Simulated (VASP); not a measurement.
# Sc (Fm-3m) in VASP: a series of runs

Sc is run at these levels: LDA; tasks: relaxation of cell and atoms.

Program: VASP 6.6.1. These are calculated values, not measurements. Logs are shortened: lines on timing, memory, paths and dates and some standing lists are left out, and cuts for length are marked.

**1. The cell of the first run**

It takes space group Fm-3m (No. 225, cubic). Conventional cell: a = 3.788 Å, b = 3.788 Å, c = 3.788 Å, α = 90.00°, β = 90.00°, γ = 90.00°. Within 3.5 Å of Sc (site symmetry m-3m) lie 12 Sc at 2.68 Å.

This isn't the form of Sc at room conditions, which is hcp.

**2. Relaxation of cell and atoms, LDA, target pressure 61 GPa, at which the enthalpy is minimised**

INCAR reads:

```
PREC = Accurate
ENCUT = 600
EDIFF = 1E-7
ISMEAR = -1
SIGMA = 0.08
LREAL = F
LASPH = T
NELM = 80
ALGO = Normal
ISIF = 3
LWAVE = F
LCHARG = F
GGA = CA
IBRION = 2
NSW = 60
EDIFFG = -0.005
PSTRESS = 610.0
```

KPOINTS reads:

```
Automatic mesh
0
Gamma
  17 17 17
```

POSCAR reads:

```
Sc
1.0
    0.0000000000      1.8939697592      1.8939697592
    1.8939697592      0.0000000000      1.8939697592
    1.8939697592      1.8939697592      0.0000000000
Sc
1
Direct
    0.0000000000      0.0000000000      0.0000000000
```

Potentials or basis: VASP PAW LDA potentials, release 64 (Sc_sv).

Run with:

```sh
$ cat potpaw_LDA.64/Sc_sv/POTCAR > POTCAR
$ mpirun -np 1 vasp_std > vasp.out
```

OUTCAR:

```text
PREC = Accurate
   ENCUT = 600
   EDIFF = 1E-7
   ISMEAR = -1
   LREAL = F
   LASPH = T
   NELM = 80
   ISIF = 3
   GGA = CA
   IBRION = 2
   NSW = 60
   EDIFFG = -0.005
   PSTRESS = 610.0

 ion  position               nearest neighbor table
   1  0.000  0.000  0.000-

  LATTYP: Found a face centered cubic cell.
 ALAT       =     3.7879395184

  Lattice vectors:

 A1 = (   0.0000000000,   1.8939697592,   1.8939697592)
 A2 = (   1.8939697592,   0.0000000000,   1.8939697592)
 A3 = (   1.8939697592,   1.8939697592,   0.0000000000)

Analysis of symmetry for initial positions (statically):
=====================================================================
 Subroutine PRICEL returns:
 Original cell was already a primitive cell.

 Routine SETGRP: Setting up the symmetry group for a
 face centered cubic supercell.

 Subroutine GETGRP returns: Found 48 space group operations
 (whereof 48 operations were pure point group operations)
 out of a pool of 48 trial point group operations.

The static configuration has the point symmetry O_h .

Analysis of symmetry for dynamics (positions and initial velocities):
=====================================================================
 Subroutine PRICEL returns:
 Original cell was already a primitive cell.

 Routine SETGRP: Setting up the symmetry group for a
 face centered cubic supercell.

 Subroutine GETGRP returns: Found 48 space group operations
 (whereof 48 operations were pure point group operations)
 out of a pool of 48 trial point group operations.

The dynamic configuration has the point symmetry O_h .

 Subroutine INISYM returns: Found 48 space group operations
 (whereof 48 operations are pure point group operations),
 and found     1 'primitive' translations

----------------------------------------------------------------------------------------

                                     Primitive cell

  volume of cell :      13.5878

  direct lattice vectors                    reciprocal lattice vectors
     0.000000000  1.893969759  1.893969759    -0.263995767  0.263995767  0.263995767
     1.893969759  0.000000000  1.893969759     0.263995767 -0.263995767  0.263995767
     1.893969759  1.893969759  0.000000000     0.263995767  0.263995767 -0.263995767

  length of vectors
     2.678477720  2.678477720  2.678477720     0.457254082  0.457254082  0.457254082

[... 91 lines left out ...]
   EMIN   =  10.00;   EMAX   =-10.00  energy-range for DOS
   EFERMI =   0.00;   METHOD = LEGACY
   ISMEAR =    -1;   SIGMA  =   0.08  broadening in eV -4-tet -1-fermi 0-gaus
   EFERMI_NEDOS =   21; number of points for ismear=-14 and -15
   IALGO  =     38    algorithm
   IMIX   =      4    mixing-type and parameters
     AMIX     =   0.40;   BMIX     =  1.00
     AMIX_MAG =   1.60;   BMIX_MAG =  1.00
  volume/ion in A,a.u.               =      13.59        91.69
  Fermi-wavevector in a.u.,A,eV,Ry     =   1.525771  2.883289 31.674052  2.327977
  Thomas-Fermi vector in A             =   2.633896
   LORBIT       =      0    0 simple, 1 ext, 2 COOP (PROOUT), +10 PAW based schemes
   GGA     = CA    functional components
   LHFCALC =     F    Hartree Fock is set to
   AEXX    =    0.0000 exact exchange contribution
   IVDW    =     0    specifies the selected vdW correction
   LEPSILON=     F    determine dielectric tensor
   LRPA    =     F    only Hartree local field effects (RPA)
 conjugate gradient relaxation of ions
 non-spin polarized calculation
  energy-cutoff  :      600.00
  volume of cell :       13.59
 maximum number of plane-waves:       469
 NGX is ok and might be reduce to    24
   NGX = 11   NGY = 11   NGZ = 11

--------------------------------------- Ionic step        1  -------------------------------------------

 number of electron      10.9999999 magnetization

 Free energy of the ion-electron system (eV)
  ---------------------------------------------------
  ext. energy  EPLUGINS =         0.00000000
  ---------------------------------------------------
  free energy    TOTEN  =        -5.47062027 eV

  energy without entropy =       -5.44940236  energy(sigma->0) =       -5.46001132

------------------------ aborting loop because EDIFF is reached ----------------------------------------

  FORCE on cell =-STRESS in cart. coord.  units (eV):
  Direction    XX          YY          ZZ          XY          YZ          ZX
  --------------------------------------------------------------------------------------
  -------------------------------------------------------------------------------------
  Total        5.2638086      5.2638086      5.2638086      0.0000000      0.0000000     -0.0000000
  in kB      620.6711493    620.6711493    620.6711493      0.0000000      0.0000000     -0.0000000
  external PRESSURE =      10.6711493 kB  Pullay stress =     610.0000000 kB
[... 61 lines left out ...]
--------------------------------------- Ionic step        3  -------------------------------------------

 number of electron      10.9999999 magnetization

 Free energy of the ion-electron system (eV)
  ---------------------------------------------------
  ext. energy  EPLUGINS =         0.00000000
  ---------------------------------------------------
  free energy    TOTEN  =        -5.49812267 eV

  energy without entropy =       -5.47698536  energy(sigma->0) =       -5.48755402

 E-fermi :   7.7063     XC(G=0): -12.8694

 val. band max:        7.6874820508   @ k =  -0.2941   0.3529   0.1176
 cond. band min:       7.7183789998   @ k =   0.3529   0.1765   0.0000
 fundamental gap:      0.0308969491
 Fermi energy:         7.7063115971

 k-point     1 :       0.0000    0.0000    0.0000
  band No.  band energies     occupation
      1     -40.1695      2.00000
      2     -17.7636      2.00000
      3     -17.7636      2.00000
      4     -17.7636      2.00000
      5       2.5086      2.00000
      6       9.8987      0.00000
      7       9.8987      0.00000
      8       9.8987      0.00000
      9      12.7607      0.00000
[... 265 lines left out ...]
 k-point    24 :      -0.1176    0.0588    0.0000
  band No.  band energies     occupation
      1     -40.0493      2.00000
      2     -18.2662      2.00000
      3     -17.8822      2.00000
      4     -17.7959      2.00000
      5       3.4639      2.00000
      6       9.2028      0.00000
      7      10.2692      0.00000
      8      10.2703      0.00000
      9      12.2091      0.00000

 [... further k-points ...]

------------------------ aborting loop because EDIFF is reached ----------------------------------------

  FORCE on cell =-STRESS in cart. coord.  units (eV):
  Direction    XX          YY          ZZ          XY          YZ          ZX
  --------------------------------------------------------------------------------------
  -------------------------------------------------------------------------------------
  Total        5.2005101      5.2005101      5.2005101     -0.0000000      0.0000000      0.0000000
  in kB      609.9929191    609.9929191    609.9929191     -0.0000000      0.0000000      0.0000000
  external PRESSURE =      -0.0070809 kB  Pullay stress =     610.0000000 kB
[... 20 lines left out ...]
  energy  without entropy=       -5.4769853643  energy(sigma->0) =       -5.48755402

  enthalpy is  TOTEN    =        -0.2975521501 eV   P V=        5.2005705161

 reached required accuracy - stopping structural energy minimisation
```

Wall time 48 s (1 thread of AMD EPYC 7R43 (Zen 3), shared host); peak memory 0.12 GiB.

What came out:

```
Free energy                                                : -5.4981 eV
Relaxed volume                                             : 13.66 Å³/atom
Relaxed cell                                               : a = 2.683 Å, b = 2.683 Å, c = 2.683 Å, α = 60.00°, β = 60.00°, γ = 60.00°
Space group after relaxing (to 0.1 Å)                      : Fm-3m (No. 225)
Energy change on relaxing (the run minimises the enthalpy) : -27.5 meV/atom
Ionic steps                                                : 3
Pressure after relaxing                                    : 61.0 GPa
Band gap on the k mesh                                     : zero (an odd number of electrons rules out a gap without spin polarisation)
```

The path:
| step | energy change (eV) | largest force (eV/Å) | pressure (GPa) | volume (Å³) |
| --- | --- | --- | --- | --- |
| 1 | 0.0000 | 0.0000 | 62.07 | 13.59 |
| 2 | -0.0678 | 0.0000 | 59.43 | 13.77 |
| 3 | -0.0275 | 0.0000 | 61.00 | 13.66 |

Final structure:
```yaml
crystal:
  lattice:
    - [0.00000, 1.89729, 1.89729]
    - [1.89729, 0.00000, 1.89729]
    - [1.89729, 1.89729, 0.00000]
  atoms:
    - { symbol: Sc, position: [0.00000, 0.00000, 0.00000] }
```

Caveat: the cell is relaxed towards a set pressure, so the run minimises the enthalpy, not the energy.

**3. Relaxation of cell and atoms, LDA, target pressure 61 GPa, at which the enthalpy is minimised**

INCAR reads:

```
SYSTEM = Sc
ALGO = Normal
EDIFF = 1E-7
EDIFFG = -0.005
ENCUT = 600
IBRION = 2
ISIF = 3
ISMEAR = -1
LASPH = .True.
LCHARG = .False.
LREAL = .False.
LWAVE = .False.
NELM = 100
NSW = 32
PREC = Accurate
PSTRESS = 610.0
SIGMA = 0.08
```

KPOINTS reads:

```
k-points
0
Gamma
  17 17 17
  0 0 0
```

POSCAR reads:

```
Sc
1.0
    0.0000000000      1.8943618502      1.8943618502
    1.8943618502      0.0000000000      1.8943618502
    1.8943618502      1.8943618502      0.0000000000
Sc
1
Direct
    0.0000000000      0.0000000000      0.0000000000
```

Potentials or basis: VASP PAW LDA potentials, release 64 (Sc_sv).

Run with:

```sh
$ cat potpaw_LDA.64/Sc_sv/POTCAR > POTCAR
$ mpirun -np 1 vasp_std > vasp.out
```

Run time: 52 s. Hardware: 1 thread of AMD EPYC 7R43 (Zen 3), shared host; peak memory 0.12 GiB.

The run converged. Its results:

- Free energy: -5.4982 eV
- Relaxed volume: 13.66 Å³/atom
- Relaxed cell: a = 2.683 Å, b = 2.683 Å, c = 2.683 Å, α = 60.00°, β = 60.00°, γ = 60.00°
- Space group after relaxing (to 0.1 Å): Fm-3m (No. 225)
- Energy change on relaxing (the run minimises the enthalpy): -24.3 meV/atom
- Ionic steps: 3
- Pressure after relaxing: 61.0 GPa
- Band gap on the k mesh: zero (an odd number of electrons rules out a gap without spin polarisation)

The path:
| step | energy change (eV) | largest force (eV/Å) | pressure (GPa) | volume (Å³) |
| --- | --- | --- | --- | --- |
| 1 | 0.0000 | 0.0000 | 61.94 | 13.60 |
| 2 | -0.0598 | 0.0000 | 59.61 | 13.75 |
| 3 | -0.0243 | 0.0000 | 61.00 | 13.66 |

Final structure:
```
CELL_PARAMETERS angstrom
0.00000 1.89730 1.89730
1.89730 0.00000 1.89730
1.89730 1.89730 0.00000
ATOMIC_POSITIONS crystal
Sc 0.00000 0.00000 0.00000
```

Levels at points of the mesh, in eV from the Fermi level:
```tsv
k point	band 2	band 3	band 4	band 5	band 6	band 7	band 8	band 9
(0.00, 0.00, 0.00)	-25.47	-25.47	-25.47	-5.20	2.19	2.19	2.19	5.05
```

Caveat: the cell is relaxed towards a set pressure, so the run minimises the enthalpy, not the energy.
